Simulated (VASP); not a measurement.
Set up this calculation in VASP 6.6.1, as the native input.

| Property | Result |
| --- | --- |
| Task | single point |
| Functional | PBE |
| Potentials or basis | VASP PAW PBE potentials, release 64 (Al, N) |
| Cutoff | 520 eV |
| k mesh | 9 × 9 × 6 |
| Occupations | gaussian, width 0.02 eV |
| Spin | no spin polarisation |
| Dipole correction | no |
| Further INCAR settings | ALGO = Normal; EDIFF = 1e-06; NBANDS = 16 |

The structure of AlN lies in POSCAR:

```
AlN
1.0
    3.2579134244      0.0000000000      0.0000000000
   -1.6289567122      2.8214357889      0.0000000000
    0.0000000000      0.0000000000      4.0730661466
Al N
2 2
Direct
    0.3333333333      0.6666666667      0.7500000000
    0.6666666667      0.3333333333      0.2500000000
    0.3333333333      0.6666666667      0.2500000000
    0.6666666667      0.3333333333      0.7500000000
```

The input as run:

INCAR

```
PREC = Accurate
ENCUT = 520
EDIFF = 1E-6
ISMEAR = 0
SIGMA = 0.02
LREAL = False
LASPH = True
NELM = 100
ALGO = Normal
ISIF = 2
LWAVE = False
LCHARG = False
GGA = PE
NBANDS = 16
```

KPOINTS

```
regular mesh
0
Gamma
  9 9 6
```

Potentials or basis: VASP PAW PBE potentials, release 64 (Al, N).

The run is started by

```sh
$ cat potpaw_PBE.64/Al/POTCAR potpaw_PBE.64/N/POTCAR > POTCAR
$ mpirun -np 1 vasp_std > vasp.out
```

It gave:

```
Pressure               : 13.9 GPa
Band gap on the k mesh : 3.75 eV
```

Caveat: the cell stands under pressure; an odd mesh through Γ misses points on the zone boundary, where band edges can lie.

It took 17 s on 1 thread of Intel Xeon 8259CL, on a shared host, peak memory 0.15 GiB.
